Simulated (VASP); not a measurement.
Input of a VASP 6.6.1 run:

INCAR

```
PREC = Accurate
ENCUT = 520
EDIFF = 1E-7
ISMEAR = 0
SIGMA = 0.1
LREAL = Auto
LASPH = T
NELM = 150
ALGO = Normal
ISIF = 2
LWAVE = F
LCHARG = F
ISPIN = 2
MAGMOM = 0 0 1 1 0 0 0 0 0 0 0 0 0 0 0 0
LORBIT = 11
LMAXMIX = 4
GGA = PE
NBANDS = 62
```

KPOINTS

```
Automatic mesh
0
Gamma
  4 4 4
```

POSCAR

```
Na2AgPtC6N6
1.0
    0.0000000000      5.1995000000      5.1995000000
    5.1995000000      0.0000000000      5.1995000000
    5.1995000000      5.1995000000      0.0000000000
Na Ag Pt C N
2 1 1 6 6
Direct
    0.2500000000      0.2500000000      0.2500000000
    0.7500000000      0.7500000000      0.7500000000
    0.0000000000      0.0000000000      0.0000000000
    0.5000000000      0.5000000000      0.5000000000
    0.8055582300      0.1944417700      0.1944417700
    0.1944417700      0.8055582300      0.1944417700
    0.1944417700      0.1944417700      0.8055582300
    0.1944417700      0.8055582300      0.8055582300
    0.8055582300      0.1944417700      0.8055582300
    0.8055582300      0.8055582300      0.1944417700
    0.6930474100      0.3069525900      0.3069525900
    0.3069525900      0.6930474100      0.3069525900
    0.3069525900      0.3069525900      0.6930474100
    0.3069525900      0.6930474100      0.6930474100
    0.6930474100      0.3069525900      0.6930474100
    0.6930474100      0.6930474100      0.3069525900
```

Potentials or basis: VASP PAW PBE potentials, release 64 (Na_pv, Ag, Pt, C, N).

Launch:

```bash
$ cat potpaw_PBE.64/Na_pv/POTCAR potpaw_PBE.64/Ag/POTCAR potpaw_PBE.64/Pt/POTCAR potpaw_PBE.64/C/POTCAR potpaw_PBE.64/N/POTCAR > POTCAR
$ mpirun -np 1 vasp_std > vasp.out
```

**Question.** What does it give for the largest force?

**Answer.** 2.369 eV/Å.

**Question.** Estimate the pressure.

**Answer.** 16.0 GPa.

**Question.** Estimate the net moment.

**Answer.** 0.00 μB per cell.

Forces in eV/Å, atoms in the order of the input:
```
Na   0.000  0.000  0.000
Na   0.000  0.000  0.000
Ag   0.000  0.000  0.000
Pt   0.000  0.000  0.000
C    2.369  0.000  0.000
C    0.000  2.369  0.000
C    0.000  0.000  2.369
C   -2.369  0.000  0.000
C    0.000 -2.369  0.000
C    0.000  0.000 -2.369
N   -0.056  0.000  0.000
N    0.000 -0.056  0.000
N    0.000  0.000 -0.056
N    0.056  0.000  0.000
N    0.000  0.056  0.000
N    0.000  0.000  0.056
```

Caveat: the cell stands under pressure; forces of over 1 eV/Å act on the atoms, so gaps and moduli don't describe the material at rest.
